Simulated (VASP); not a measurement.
Here is a VASP 6.6.1 calculation.

INCAR

```
SYSTEM = Co
ALGO = Normal ; EDIFF = 1E-7
ENCUT = 520 ; GGA = PE
ISIF = 2 ; ISMEAR = 0
ISPIN = 2 ; LASPH = .True.
LCHARG = .False. ; LMAXMIX = 4
LORBIT = 11 ; LREAL = .False.
LWAVE = .False. ; MAGMOM = 3
NBANDS = 14 ; NELM = 150
PREC = Accurate ; SIGMA = 0.1
```

File KPOINTS:

```
k-points
0
Gamma
  8 8 8
  0 0 0
```

Contents of POSCAR:

```
Co
1.0
    0.0000000000      1.7667297292      1.7667297292
    1.7667297292      0.0000000000      1.7667297292
    1.7667297292      1.7667297292      0.0000000000
Co
1
Direct
    0.0000000000      0.0000000000      0.0000000000
```

Potentials or basis: VASP PAW PBE potentials, release 64 (Co).

Run with:

```bash
$ cat potpaw_PBE.64/Co/POTCAR > POTCAR
$ mpirun -np 1 vasp_std > vasp.out
```

Q: Predict the pressure.

A: -2.1 GPa.

Q: Predict the site moments.

A: Co +1.72 μB.

Q: What does it give for the net moment?

A: 1.70 μB per cell.

Caveat: the k points lie up to 0.38 Å⁻¹ apart.
